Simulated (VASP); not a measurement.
# TaN (P-6m2) in VASP: further runs

The runs below take TaN through single point, with RPBE+D3(BJ)+U.

Everything below comes from runs of VASP 6.6.1. Logs are shortened: lines on timing, memory, paths and dates and some standing lists are left out, and cuts for length are marked.

**1. The cell of the first run**

Symmetry: P-6m2, No. 187, hexagonal system. Conventional cell: a = 2.878 Å, b = 2.878 Å, c = 2.824 Å, α = 90.00°, β = 90.00°, γ = 120.00°. Ta (site symmetry -6m2) has 6 N at 2.18 Å and 8 Ta at 2.82 to 2.88 Å within 2.9 Å. Within 2.9 Å of N (site symmetry -6m2) lie 6 Ta at 2.18 Å and 8 N at 2.82 to 2.88 Å.

**2. Single point, RPBE+D3(BJ)+U, non-collinear spin, zero start, spin-orbit coupling (volume scaled by 0.94)**

Input file INCAR:

```
SYSTEM = TaN
PREC = Accurate
ENCUT = 520
EDIFF = 1E-6
ISMEAR = 0
SIGMA = 0.05
LREAL = .FALSE.
LASPH = .TRUE.
NELM = 150
ALGO = Normal
ISIF = 2
LWAVE = .FALSE.
LCHARG = .TRUE.
MAGMOM = 0 0 0 0 0 0
LORBIT = 11
LSORBIT = .TRUE.
GGA_COMPAT = .FALSE.
LORBMOM = .TRUE.
LMAXMIX = 4
LDAU = .TRUE.
LDAUTYPE = 2
LDAUL = 2 -1
LDAUU = 3 0
LDAUJ = 0 0
LDAUPRINT = 1
GGA = RP
IVDW = 12
LVHAR = .TRUE.
NBANDS = 28
```

Input file KPOINTS:

```
regular mesh
0
G
  8 8 7
  0 0 0
```

Input file POSCAR:

```
TaN
1.0
    2.8780239874      0.0000000000      0.0000000000
   -1.4390119937      2.4924418858      0.0000000000
    0.0000000000      0.0000000000      2.8241467514
Ta N
1 1
Direct
    0.0000000000      0.0000000000      0.5000000000
    0.6666666667      0.3333333333      0.0000000000
```

Potentials or basis: VASP PAW PBE potentials, release 64 (Ta_pv, N).

Run with:

```sh
> cat potpaw_PBE.64/Ta_pv/POTCAR potpaw_PBE.64/N/POTCAR > POTCAR
> mpirun -np 1 vasp_ncl > vasp.out
```

OUTCAR:

```text
SYSTEM = TaN
   PREC = Accurate
   ENCUT = 520
   EDIFF = 1E-6
   ISMEAR = 0
   LREAL = .FALSE.
   LASPH = .TRUE.
   NELM = 150
   ISIF = 2
   LORBIT = 11
   LSORBIT = .TRUE.
   GGA = RP
   IVDW = 12
 IVDW          = 12

 ion  position               nearest neighbor table
   1  0.000  0.000  0.500-   2 2.18   2 2.18   2 2.18   2 2.18   2 2.18   2 2.18
   2  0.667  0.333  0.000-   1 2.18   1 2.18   1 2.18   1 2.18   1 2.18   1 2.18

  LATTYP: Found a hexagonal cell.
 ALAT       =     2.8780239874
 C/A-ratio  =     0.9812797822

  Lattice vectors:

 A1 = (   2.8780239874,   0.0000000000,   0.0000000000)
 A2 = (  -1.4390119937,   2.4924418858,   0.0000000000)
 A3 = (   0.0000000000,   0.0000000000,   2.8241467514)

Analysis of symmetry for initial positions (statically):
=====================================================================
 Subroutine PRICEL returns:
 Original cell was already a primitive cell.

 Routine SETGRP: Setting up the symmetry group for a
 hexagonal supercell.

 Subroutine GETGRP returns: Found 12 space group operations
 (whereof 12 operations were pure point group operations)
 out of a pool of 24 trial point group operations.

The static configuration has the point symmetry D_3h.

Analysis of symmetry for dynamics (positions and initial velocities):
=====================================================================
 Subroutine PRICEL returns:
 Original cell was already a primitive cell.

 Routine SETGRP: Setting up the symmetry group for a
 hexagonal supercell.

 Subroutine GETGRP returns: Found 12 space group operations
 (whereof 12 operations were pure point group operations)
 out of a pool of 24 trial point group operations.

The dynamic configuration has the point symmetry D_3h.

Analysis of structural, dynamic, and magnetic symmetry:
=====================================================================
 Subroutine PRICEL returns:
 Original cell was already a primitive cell.

 Routine SETGRP: Setting up the symmetry group for a
 hexagonal supercell.

 Subroutine GETGRP returns: Found 12 space group operations
 (whereof 12 operations were pure point group operations)
 out of a pool of 24 trial point group operations.

The overall configuration has the point symmetry D_3h.

 Subroutine INISYM returns: Found 12 space group operations
 (whereof 12 operations are pure point group operations),
 and found     1 'primitive' translations

----------------------------------------------------------------------------------------

                                     Primitive cell

  volume of cell :      20.2585

  direct lattice vectors                    reciprocal lattice vectors
     2.878023987  0.000000000  0.000000000     0.347460620  0.200606483  0.000000000
    -1.439011994  2.492441886  0.000000000     0.000000000  0.401212965  0.000000000
     0.000000000  0.000000000  2.824146751     0.000000000  0.000000000  0.354089248

  length of vectors
     2.878023987  2.878023987  2.824146751     0.401212965  0.401212965  0.354089248

  position of ions in fractional coordinates (direct lattice)
     0.000000000  0.000000000  0.500000000
     0.666666667  0.333333333  0.000000000

  ion indices of the primitive-cell ions
   primitive index   ion index
                 1           1
                 2           2

----------------------------------------------------------------------------------------

 KPOINTS: regular mesh

Automatic generation of k-mesh.
 Grid dimensions read from file:
 generate k-points for:    8    8    7
[... 157 lines left out ...]
  o =  0.3223  v =  0.0000 -0.0138  0.0000  0.1105 -0.0000 -0.0000 -0.0017 -0.9798  0.0000 -0.0000      0.0000 -0.1105  0.0151 -0.0138  0.0000 -0.0000  0.0000  0.1226  0.0017  0.0000

 number of electron      15.9999999 magnetization       0.0000000     -0.0000000     -0.0000000

 Free energy of the ion-electron system (eV)
  ---------------------------------------------------
  ext. energy  EPLUGINS =         0.00000000
  ---------------------------------------------------
  free energy    TOTEN  =       -19.07226960 eV

  energy without entropy =      -19.07225029  energy(sigma->0) =      -19.07225994

 E-fermi :   9.5683     XC(G=0): -13.6355

 val. band max:        9.4889591589   @ k =   0.0000   0.0000   0.2857
 cond. band min:       9.6377704594   @ k =   0.0000   0.0000   0.2857
 fundamental gap:      0.1488113005
 Fermi energy:         9.5683235003

 k-point     1 :       0.0000    0.0000    0.0000
  band No.  band energies     occupation
      1     -31.1475      1.00000
      2     -31.1475      1.00000
      3     -23.3006      1.00000
      4     -23.3006      1.00000
      5     -23.0806      1.00000
      6     -23.0806      1.00000
[... 733 lines left out ...]
     27      22.1967      0.00000
     28      22.2392      0.00000

 [... further k-points ...]

------------------------ aborting loop because EDIFF is reached ----------------------------------------

 Edisp (eV)   -5.88724

 E8    (eV) :    -4.0920

  FORCE on cell =-STRESS in cart. coord.  units (eV):
  Direction    XX          YY          ZZ          XY          YZ          ZX
  --------------------------------------------------------------------------------------
  -------------------------------------------------------------------------------------
  Total      -0.22903    -0.22903     0.34213     0.00000    -0.00000    -0.00000
  in kB     -18.11305   -18.11305    27.05810     0.00000    -0.00000    -0.00000
  external pressure =       -3.06 kB  Pullay stress =        0.00 kB

 VOLUME and BASIS-vectors are now :
 -----------------------------------------------------------------------------
  energy-cutoff  :      520.00
  volume of cell :       20.26
      direct lattice vectors                 reciprocal lattice vectors
     2.878023987  0.000000000  0.000000000     0.347460620  0.200606483  0.000000000
    -1.439011994  2.492441886  0.000000000     0.000000000  0.401212965  0.000000000
     0.000000000  0.000000000  2.824146751     0.000000000  0.000000000  0.354089248

 POSITION                                       TOTAL-FORCE (eV/Angst)
 -----------------------------------------------------------------------------------
      0.00000      0.00000      1.41207        -0.000000      0.000000      0.000000
      1.43901      0.83081      0.00000         0.000000     -0.000000      0.000000
 -----------------------------------------------------------------------------------
    total drift:                               -0.000000      0.000000      0.000000

  FREE ENERGIE OF THE ION-ELECTRON SYSTEM (eV)
  ---------------------------------------------------
  free  energy   TOTEN  =       -24.9595136104 eV

  energy  without entropy=      -24.9594943022  energy(sigma->0) =      -24.95950396

 orbital moment (x)

 # of ion     p       d       tot
 ----------------------------------------
  1         0.000   0.000   0.000
  2         0.000   0.000   0.000
 ----------------------------------------
            0.000   0.000   0.000

 orbital moment (y)

 # of ion     p       d       tot
 ----------------------------------------
  1         0.000  -0.000  -0.000
  2         0.000   0.000   0.000
 ----------------------------------------
            0.000  -0.000  -0.000

 orbital moment (z)

 # of ion     p       d       tot
 ----------------------------------------
  1         0.000   0.000   0.000
  2         0.000   0.000   0.000
 ----------------------------------------
            0.000   0.000   0.000

 Spin-Orbit-Coupling matrix elements

 Ion:    1  E_soc:     -1.3105335
 l=   1
     0.0000000    -0.2000514    -0.2035897
    -0.2000514     0.0000000    -0.2000514
    -0.2035897    -0.2000514     0.0000000
 l=   2
     0.0000000    -0.0029006     0.0000000    -0.0029006    -0.0196365
    -0.0029006     0.0000000    -0.0093245    -0.0016863    -0.0029006
     0.0000000    -0.0093245     0.0000000    -0.0093245     0.0000000
    -0.0029006    -0.0016863    -0.0093245     0.0000000    -0.0029006
    -0.0196365    -0.0029006     0.0000000    -0.0029006     0.0000000
 l=   3
     0.0000000     0.0000000     0.0000000     0.0000000     0.0000000     0.0000000     0.0000000
     0.0000000     0.0000000     0.0000000     0.0000000     0.0000000     0.0000000     0.0000000
     0.0000000     0.0000000     0.0000000     0.0000000     0.0000000     0.0000000     0.0000000
     0.0000000     0.0000000     0.0000000     0.0000000     0.0000000     0.0000000     0.0000000
     0.0000000     0.0000000     0.0000000     0.0000000     0.0000000     0.0000000     0.0000000
     0.0000000     0.0000000     0.0000000     0.0000000     0.0000000     0.0000000     0.0000000
     0.0000000     0.0000000     0.0000000     0.0000000     0.0000000     0.0000000     0.0000000

 Ion:    2  E_soc:     -0.0005123
 l=   1
     0.0000000    -0.0000858    -0.0000845
    -0.0000858     0.0000000    -0.0000858
    -0.0000845    -0.0000858     0.0000000
 l=   2
     0.0000000     0.0000000     0.0000000     0.0000000     0.0000000
     0.0000000     0.0000000     0.0000000     0.0000000     0.0000000
     0.0000000     0.0000000     0.0000000     0.0000000     0.0000000
     0.0000000     0.0000000     0.0000000     0.0000000     0.0000000
     0.0000000     0.0000000     0.0000000     0.0000000     0.0000000
 l=   3
     0.0000000     0.0000000     0.0000000     0.0000000     0.0000000     0.0000000     0.0000000
     0.0000000     0.0000000     0.0000000     0.0000000     0.0000000     0.0000000     0.0000000
     0.0000000     0.0000000     0.0000000     0.0000000     0.0000000     0.0000000     0.0000000
     0.0000000     0.0000000     0.0000000     0.0000000     0.0000000     0.0000000     0.0000000
     0.0000000     0.0000000     0.0000000     0.0000000     0.0000000     0.0000000     0.0000000
     0.0000000     0.0000000     0.0000000     0.0000000     0.0000000     0.0000000     0.0000000
     0.0000000     0.0000000     0.0000000     0.0000000     0.0000000     0.0000000     0.0000000

 total charge

# of ion       s       p       d       tot
------------------------------------------
    1        0.333   6.318   2.435   9.085
    2        1.241   2.576   0.000   3.816
--------------------------------------------------
tot          1.574   8.894   2.435  12.902

 magnetization (x)

# of ion       s       p       d       tot
------------------------------------------
    1       -0.000   0.000  -0.000  -0.000
    2       -0.000  -0.000   0.000  -0.000
--------------------------------------------------
tot         -0.000  -0.000  -0.000  -0.000

 magnetization (y)

# of ion       s       p       d       tot
------------------------------------------
    1        0.000   0.000   0.000   0.000
    2        0.000  -0.000   0.000   0.000
--------------------------------------------------
tot          0.000  -0.000   0.000   0.000

 magnetization (z)

# of ion       s       p       d       tot
------------------------------------------
    1        0.000   0.000   0.000   0.000
    2        0.000   0.000   0.000   0.000
--------------------------------------------------
tot          0.000   0.000   0.000   0.000
```

It took 95 s on 1 thread of Intel Xeon 6975P-C, shared host; peak memory 0.24 GiB.

What came out:

```
Free energy                                           : -24.9595 eV
Pressure                                              : -0.3 GPa
Net moment                                            : 0.00 μB per cell
Valence electrons inside the program's atomic spheres : Ta 9.09; N 3.82
Dispersion energy per atom                            : -2.944 eV
```

Moments on the atoms (μB; x, y, z):
```
Ta  0.00 0.00 0.00
N   0.00 0.00 0.00
```

Caveat: the PAW data sets were made with another functional, which shifts forces and pressure a little. The state reached can hang on the start; a lower one may exist.

**3. Single point, RPBE+D3(BJ)+U, non-collinear spin, zero start, spin-orbit coupling (volume scaled by 0.96)**

Input file INCAR:

```
ALGO = Normal ; EDIFF = 1E-6
ENCUT = 520 ; GGA = RP
GGA_COMPAT = False ; ISIF = 2
ISMEAR = 0 ; IVDW = 12
LASPH = True ; LCHARG = False
LDAU = True ; LDAUJ = 0 0
LDAUL = 2 -1 ; LDAUPRINT = 1
LDAUTYPE = 2 ; LDAUU = 3 0
LMAXMIX = 4 ; LORBIT = 11
LORBMOM = True ; LREAL = False
LSORBIT = True ; LWAVE = False
MAGMOM = 0 0 0 0 0 0 ; NBANDS = 28
NELM = 150 ; PREC = Accurate
SIGMA = 0.05
```

Input file KPOINTS:

```
k-points
0
Gamma
  8 8 7
```

Input file POSCAR:

```
TaN
1.0
    2.8982924298      0.0000000000      0.0000000000
   -1.4491462149      2.5099948717      0.0000000000
    0.0000000000      0.0000000000      2.8440357641
Ta N
1 1
Direct
    0.0000000000      0.0000000000      0.5000000000
    0.6666666667      0.3333333333      0.0000000000
```

Potentials or basis: VASP PAW PBE potentials, release 64 (Ta_pv, N).

Run with:

```sh
> cat potpaw_PBE.64/Ta_pv/POTCAR potpaw_PBE.64/N/POTCAR > POTCAR
> mpirun -np 1 vasp_ncl > vasp.out
```

It took 73 s on 1 thread of Intel Xeon 6975P-C, shared host; peak memory 0.24 GiB.

Results (log left out):

* Free energy: -24.9479 eV
* Pressure: -8.6 GPa
* Net moment: 0.00 μB per cell
* Valence electrons inside the program's atomic spheres: Ta 9.03; N 3.80
* Dispersion energy per atom: -2.880 eV

Stress tensor (GPa, compression positive):
```
-9.76  0.00  0.00
 0.00 -9.76  0.00
 0.00  0.00 -6.16
```

Moments on the atoms (μB; x, y, z):
```
Ta  0.00 0.00 0.00
N   0.00 0.00 0.00
```

Caveat: the PAW data sets were made with another functional, which shifts forces and pressure a little. The state reached can hang on the start; a lower one may exist.

**4. Single point, RPBE+D3(BJ)+U, non-collinear spin, zero start, spin-orbit coupling (volume scaled by 0.98)**

Input file INCAR:

```
SYSTEM = TaN
PREC = Accurate
ENCUT = 520
EDIFF = 1E-7
ISMEAR = 0
SIGMA = 0.05
LREAL = .False.
LASPH = .True.
NELM = 150
ALGO = Normal
ISIF = 2
LWAVE = .False.
LCHARG = .False.
LNONCOLLINEAR = .True.
MAGMOM = 0 0 0 0 0 0
LORBIT = 11
LSORBIT = .True.
GGA_COMPAT = .False.
LORBMOM = .True.
LMAXMIX = 4
LDAU = .True.
LDAUTYPE = 2
LDAUL = 2 -1
LDAUU = 3 0
LDAUJ = 0 0
LDAUPRINT = 1
GGA = RP
IVDW = 12
NBANDS = 28
```

Input file KPOINTS:

```
Automatic mesh
0
Gamma
  8 8 7
  0 0 0
```

Input file POSCAR:

```
TaN
1.0
    2.9182812851      0.0000000000      0.0000000000
   -1.4591406425      2.5273057282      0.0000000000
    0.0000000000      0.0000000000      2.8636504237
Ta N
1 1
Direct
    0.0000000000      0.0000000000      0.5000000000
    0.6666666667      0.3333333333      0.0000000000
```

Run with:

```sh
> cat potpaw_PBE.64/Ta_pv/POTCAR potpaw_PBE.64/N/POTCAR > POTCAR
> mpirun -np 1 vasp_ncl > vasp.out
```

It took 85 s on 1 thread of Intel Xeon 6975P-C, shared host; peak memory 0.24 GiB.

It converged, with:

* Free energy: -24.9153 eV
* Pressure: -16.0 GPa
* Net moment: 0.00 μB per cell
* Valence electrons inside the program's atomic spheres: Ta 8.97; N 3.78
* Dispersion energy per atom: -2.820 eV

Stress tensor (GPa, compression positive):
```
-16.90   0.00   0.00
  0.00 -16.90   0.00
  0.00   0.00 -14.10
```

Moments on the atoms (μB; x, y, z):
```
Ta  0.00 0.00 0.00
N   0.00 0.00 0.00
```

Caveat: the PAW data sets were made with another functional, which shifts forces and pressure a little. The state reached can hang on the start; a lower one may exist.

**5. Overview**

```tsv
cell	pressure (GPa)	moment (μB)
a = 2.878, b = 2.878, c = 2.824 Å, angles 90.0, 90.0, 120.0°, 2 atoms	-0.3	0.00
a = 2.898, b = 2.898, c = 2.844 Å, angles 90.0, 90.0, 120.0°, 2 atoms	-8.6	0.00
a = 2.918, b = 2.918, c = 2.864 Å, angles 90.0, 90.0, 120.0°, 2 atoms	-16.0	0.00
```

Alike in all rows: task single point; level RPBE+D3(BJ)+U; potentials or basis VASP PAW PBE potentials, release 64 (Ta_pv, N); spin non-collinear, zero start, SOC; Ta d U = 3.0 eV; k mesh 8 × 8 × 7; cutoff (eV) 520; smearing gaussian 0.05 eV.

Caveats: the PAW data sets were made with another functional, which shifts forces and pressure a little.

Total energies depend on the potentials used, so only differences within one code and one set of settings carry meaning.
